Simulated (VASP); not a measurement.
# MgS (Fm-3m) in VASP: single point with PBE

Aim: the single point of MgS with PBE.

Program: VASP 6.6.1. These are calculated values, not measurements. Logs are shortened: lines on timing, memory, paths and dates and some standing lists are left out, and cuts for length are marked.

## Step 1: The cell of the first run

The structure is cubic, space group Fm-3m (No. 225). The conventional cell has a = 5.203 Å, b = 5.203 Å, c = 5.203 Å, α = 90.00°, β = 90.00°, γ = 90.00°. Mg (site symmetry m-3m) has 6 S at 2.60 Å within 3.4 Å. S (site symmetry m-3m) has 6 Mg at 2.60 Å within 3.4 Å.

## Step 2: Single point, PBE

The input, INCAR:

```
SYSTEM = MgS
PREC = Accurate
ENCUT = 520
EDIFF = 1E-6
ISMEAR = 0
SIGMA = 0.05
LREAL = .False.
LASPH = .True.
NELM = 100
ALGO = Normal
ISIF = 2
LWAVE = .False.
LCHARG = .False.
GGA = PE
NBANDS = 11
```

The input, KPOINTS:

```
Automatic mesh
0
Gamma
  10 10 10
  0 0 0
```

The input, POSCAR:

```
MgS
1.0
    0.0000000000      2.6016500000      2.6016500000
    2.6016500000      0.0000000000      2.6016500000
    2.6016500000      2.6016500000      0.0000000000
Mg S
1 1
Direct
    0.0000000000      0.0000000000      0.0000000000
    0.5000000000      0.5000000000      0.5000000000
```

Potentials or basis: VASP PAW PBE potentials, release 64 (Mg, S).

The run is started by

```console
$ cat potpaw_PBE.64/Mg/POTCAR potpaw_PBE.64/S/POTCAR > POTCAR
$ mpirun -np 1 vasp_std > vasp.out
```

OUTCAR:

```text
SYSTEM = MgS
   PREC = Accurate
   ENCUT = 520
   EDIFF = 1E-6
   ISMEAR = 0
   LREAL = .False.
   LASPH = .True.
   NELM = 100
   ISIF = 2
   GGA = PE

 ion  position               nearest neighbor table
   1  0.000  0.000  0.000-   2 2.60   2 2.60   2 2.60   2 2.60   2 2.60   2 2.60
   2  0.500  0.500  0.500-   1 2.60   1 2.60   1 2.60   1 2.60   1 2.60   1 2.60

  LATTYP: Found a face centered cubic cell.
 ALAT       =     5.2033000000

  Lattice vectors:

 A1 = (   0.0000000000,   2.6016500000,   2.6016500000)
 A2 = (   2.6016500000,   0.0000000000,   2.6016500000)
 A3 = (   2.6016500000,   2.6016500000,   0.0000000000)

Analysis of symmetry for initial positions (statically):
=====================================================================
 Subroutine PRICEL returns:
 Original cell was already a primitive cell.

 Routine SETGRP: Setting up the symmetry group for a
 face centered cubic supercell.

 Subroutine GETGRP returns: Found 48 space group operations
 (whereof 48 operations were pure point group operations)
 out of a pool of 48 trial point group operations.

The static configuration has the point symmetry O_h .

Analysis of symmetry for dynamics (positions and initial velocities):
=====================================================================
 Subroutine PRICEL returns:
 Original cell was already a primitive cell.

 Routine SETGRP: Setting up the symmetry group for a
 face centered cubic supercell.

 Subroutine GETGRP returns: Found 48 space group operations
 (whereof 48 operations were pure point group operations)
 out of a pool of 48 trial point group operations.

The dynamic configuration has the point symmetry O_h .

 Subroutine INISYM returns: Found 48 space group operations
 (whereof 48 operations are pure point group operations),
 and found     1 'primitive' translations

----------------------------------------------------------------------------------------

                                     Primitive cell

  volume of cell :      35.2190

  direct lattice vectors                    reciprocal lattice vectors
     0.000000000  2.601650000  2.601650000    -0.192185728  0.192185728  0.192185728
     2.601650000  0.000000000  2.601650000     0.192185728 -0.192185728  0.192185728
     2.601650000  2.601650000  0.000000000     0.192185728  0.192185728 -0.192185728

  length of vectors
     3.679288715  3.679288715  3.679288715     0.332875446  0.332875446  0.332875446

  position of ions in fractional coordinates (direct lattice)
     0.000000000  0.000000000  0.000000000
     0.500000000  0.500000000  0.500000000

  ion indices of the primitive-cell ions
   primitive index   ion index
                 1           1
                 2           2

----------------------------------------------------------------------------------------

 KPOINTS: Automatic mesh

Automatic generation of k-mesh.
 Grid dimensions read from file:
 generate k-points for:   10   10   10

 Generating k-lattice:

  Cartesian coordinates                     Fractional coordinates (reciprocal lattice)
    -0.019218573  0.019218573  0.019218573     0.100000000  0.000000000  0.000000000
     0.019218573 -0.019218573  0.019218573     0.000000000  0.100000000  0.000000000
     0.019218573  0.019218573 -0.019218573     0.000000000  0.000000000  0.100000000

  Length of vectors
     0.033287545  0.033287545  0.033287545

  Shift w.r.t. Gamma in fractional coordinates (k-lattice)
     0.000000000  0.000000000  0.000000000

 Subroutine IBZKPT returns following result:
 ===========================================

 Found     47 irreducible k-points:

 Following reciprocal coordinates:
            Coordinates               Weight
  0.000000  0.000000  0.000000      1.000000
  0.100000  0.000000  0.000000      8.000000
  0.200000  0.000000  0.000000      8.000000
  0.300000  0.000000  0.000000      8.000000
  0.400000  0.000000  0.000000      8.000000
  0.500000  0.000000  0.000000      4.000000
[... 16 lines left out ...]
  0.300000  0.300000  0.000000      6.000000
  0.400000  0.300000  0.000000     24.000000
 [... further k-points ...]
   k-points           NKPTS =     47   k-points in BZ     NKDIM =     47   number of bands    NBANDS=     11
   number of dos      NEDOS =    301   number of ions     NIONS =      2
   total plane-waves  NPLWV =  21952
   dimension x,y,z NGX =    28 NGY =   28 NGZ =   28
   dimension x,y,z NGXF=    56 NGYF=   56 NGZF=   56
   ions per type =               1   1
   NGX,Y,Z   is equivalent  to a cutoff of  12.65, 12.65, 12.65 a.u.
   NGXF,Y,Z  is equivalent  to a cutoff of  25.30, 25.30, 25.30 a.u.
 SYSTEM =  MgS
   PREC   = accura    normal or accurate (medium, high low for compatibility)
   ISTART =      0    job   : 0-new  1-cont  2-samecut
   ICHARG =      2    charge: 1-file 2-atom 10-const
   ISPIN  =      1    spin polarized calculation?
   LNONCOLLINEAR =      F non collinear calculations
   LSORBIT =      F    spin-orbit coupling
   LASPH  =      T    aspherical Exc in radial PAW
   ENCUT  =  520.0 eV  38.22 Ry    6.18 a.u.   6.84  6.84  6.84*2*pi/ulx,y,z
   NELM   =    100;   NELMIN=  2; NELMDL= -5     # of ELM steps
   EDIFF  = 0.1E-05   stopping-criterion for ELM
   LREAL  =      F    real-space projection
   EDIFFG = 0.1E-04   stopping-criterion for IOM
   NSW    =      0    number of steps for IOM
   IBRION =     -1    ionic relax: 0-MD 1-quasi-New 2-CG
   NFREE  =      0    steps in history (QN), initial steepest desc. (CG)
   ISIF   =      2    stress and relaxation
   ISYM   =      2    0-nonsym 1-usesym 2-fastsym
   POTIM  = 0.5000    time-step for ionic-motion
   TEBEG  =    0.0;   TEEND  =   0.0 temperature during run
   PSTRESS=    0.0 pullay stress
   NELECT =       8.0000    total number of electrons
   NUPDOWN=      -1.0000    fix difference up-down
   EMIN   =  10.00;   EMAX   =-10.00  energy-range for DOS
   EFERMI =   0.00;   METHOD = LEGACY
   ISMEAR =     0;   SIGMA  =   0.05  broadening in eV -4-tet -1-fermi 0-gaus
   EFERMI_NEDOS =   21; number of points for ismear=-14 and -15
   IALGO  =     38    algorithm
   IMIX   =      4    mixing-type and parameters
     AMIX     =   0.40;   BMIX     =  1.00
     AMIX_MAG =   1.60;   BMIX_MAG =  1.00
  volume/ion in A,a.u.               =      17.61       118.83
  Fermi-wavevector in a.u.,A,eV,Ry     =   0.998878  1.887606 13.575323  0.997758
  Thomas-Fermi vector in A             =   2.131131
   LORBIT       =      0    0 simple, 1 ext, 2 COOP (PROOUT), +10 PAW based schemes
   GGA     = PE    functional components
   LHFCALC =     F    Hartree Fock is set to
   AEXX    =    0.0000 exact exchange contribution
   IVDW    =     0    specifies the selected vdW correction
   LEPSILON=     F    determine dielectric tensor
   LRPA    =     F    only Hartree local field effects (RPA)
 non-spin polarized calculation
 Gauss-broadening in eV      SIGMA  =   0.05
  energy-cutoff  :      520.00
  volume of cell :       35.22
 maximum number of plane-waves:       962
   NGX = 13   NGY = 13   NGZ = 13

 number of electron       8.0000000 magnetization

 Free energy of the ion-electron system (eV)
  ---------------------------------------------------
  ext. energy  EPLUGINS =         0.00000000
  ---------------------------------------------------
  free energy    TOTEN  =        -8.50207411 eV

  energy without entropy =       -8.50207411  energy(sigma->0) =       -8.50207411

 E-fermi :   4.0071     XC(G=0):  -9.6883

 val. band max:        3.7249460922   @ k =   0.0000   0.0000   0.0000
 cond. band min:       6.5006231669   @ k =   0.5000   0.5000   0.0000
 fundamental gap:      2.7756770747
 Fermi energy:         4.0070755054

 k-point     1 :       0.0000    0.0000    0.0000
  band No.  band energies     occupation
      1      -8.9419      2.00000
      2       3.7249      2.00000
      3       3.7249      2.00000
      4       3.7249      2.00000
      5       7.4352      0.00000
      6      11.6797      0.00000
      7      11.6797      0.00000
      8      11.6797      0.00000
      9      14.0749      0.00000
     10      14.0749      0.00000
     11      16.2633      0.00000

 k-point     2 :       0.1000    0.0000    0.0000
  band No.  band energies     occupation
      1      -8.8444      2.00000
      2       3.0003      2.00000
      3       3.6584      2.00000
      4       3.6584      2.00000
      5       8.0179      0.00000
      6      11.4222      0.00000
      7      11.8642      0.00000
      8      11.8642      0.00000
      9      13.5797      0.00000
     10      13.5797      0.00000
     11      16.5491      0.00000

 k-point     3 :       0.2000    0.0000    0.0000
  band No.  band energies     occupation
      1      -8.5696      2.00000
      2       1.6197      2.00000
      3       3.4964      2.00000
      4       3.4964      2.00000
      5       8.6642      0.00000
      6      11.5484      0.00000
      7      11.8295      0.00000
      8      11.8295      0.00000
      9      13.5255      0.00000
     10      13.5255      0.00000
     11      15.9346      0.00000

 k-point     4 :       0.3000    0.0000    0.0000
  band No.  band energies     occupation
      1      -8.1785      2.00000
      2       0.2710      2.00000
      3       3.3163      2.00000
      4       3.3163      2.00000
      5       8.5904      0.00000
      6      11.2438      0.00000
      7      11.2438      0.00000
      8      12.6548      0.00000
      9      14.7046      0.00000
     10      14.7046      0.00000
     11      15.3703      0.00000

 k-point     5 :       0.4000    0.0000    0.0000
  band No.  band energies     occupation
      1      -7.8014      2.00000
      2      -0.7258      2.00000
      3       3.1838      2.00000
      4       3.1838      2.00000
      5       8.3642      0.00000
      6      10.7916      0.00000
      7      10.7916      0.00000
      8      13.6550      0.00000
      9      15.4196      0.00000
     10      16.4472      0.00000
     11      16.4472      0.00000
[... 211 lines left out ...]
 k-point    21 :      -0.3000    0.2000    0.0000
  band No.  band energies     occupation
      1      -7.7038      2.00000
      2      -0.1605      2.00000
      3       1.6329      2.00000
      4       3.0999      2.00000
      5       9.4141      0.00000
      6      10.6677      0.00000
      7      11.5305      0.00000
      8      12.3536      0.00000
      9      14.5504      0.00000
     10      17.6389      0.00000
     11      18.3459      0.00000

 k-point    22 :      -0.2000    0.2000    0.0000
  band No.  band energies     occupation
      1      -8.0520      2.00000
      2       0.5150      2.00000
      3       2.0724      2.00000
      4       3.3634      2.00000
      5       9.9524      0.00000
      6      10.9348      0.00000
      7      11.1126      0.00000
      8      11.6001      0.00000
      9      13.3440      0.00000
     10      17.1960      0.00000
     11      18.2061      0.00000

 k-point    23 :       0.3000    0.3000    0.0000
  band No.  band energies     occupation
      1      -7.9445      2.00000
      2       0.6396      2.00000
      3       2.5163      2.00000
      4       2.5163      2.00000
      5       8.0451      0.00000
      6       8.9185      0.00000
      7      12.8196      0.00000
      8      14.6506      0.00000
      9      14.6506      0.00000
     10      15.4468      0.00000
     11      20.0001      0.00000

 k-point    24 :       0.4000    0.3000    0.0000
  band No.  band energies     occupation
      1      -7.6602      2.00000
      2       0.1309      2.00000
      3       2.0902      2.00000
      4       2.3627      2.00000
      5       7.6668      0.00000
      6       8.9576      0.00000
      7      13.2215      0.00000
      8      14.2424      0.00000
      9      15.8120      0.00000
     10      16.9898      0.00000
     11      20.3554      0.00000

 [... further k-points ...]

------------------------ aborting loop because EDIFF is reached ----------------------------------------

  FORCE on cell =-STRESS in cart. coord.  units (eV):
  Direction    XX          YY          ZZ          XY          YZ          ZX
  --------------------------------------------------------------------------------------
  -------------------------------------------------------------------------------------
  Total        0.1886762      0.1886762      0.1886762      0.0000000      0.0000000     -0.0000000
  in kB        8.5832391      8.5832391      8.5832391      0.0000000      0.0000000     -0.0000000
  external PRESSURE =       8.5832391 kB  Pullay stress =       0.0000000 kB

 VOLUME and BASIS-vectors are now :
 -----------------------------------------------------------------------------
  energy-cutoff  :      520.00
  volume of cell :       35.22
      direct lattice vectors                 reciprocal lattice vectors
     0.000000000  2.601650000  2.601650000    -0.192185728  0.192185728  0.192185728
     2.601650000  0.000000000  2.601650000     0.192185728 -0.192185728  0.192185728
     2.601650000  2.601650000  0.000000000     0.192185728  0.192185728 -0.192185728

 POSITION                                       TOTAL-FORCE (eV/Angst)
 -----------------------------------------------------------------------------------
      0.00000      0.00000      0.00000         0.000000     -0.000000      0.000000
      2.60165      2.60165      2.60165        -0.000000      0.000000     -0.000000
 -----------------------------------------------------------------------------------
    total drift:                                0.000000      0.000000      0.000000

  FREE ENERGIE OF THE ION-ELECTRON SYSTEM (eV)
  ---------------------------------------------------
  free  energy   TOTEN  =        -8.5020741149 eV

  energy  without entropy=       -8.5020741149  energy(sigma->0) =       -8.50207411
```

It took 15 s on 1 thread of Intel Xeon 6975P-C, shared host; peak memory 0.16 GiB.

What came out:

* Free energy: -8.5021 eV
* Pressure: 0.9 GPa
* Band gap on the k mesh: 2.78 eV, indirect (least direct gap 3.71 eV)

A k mesh can miss the band edges.
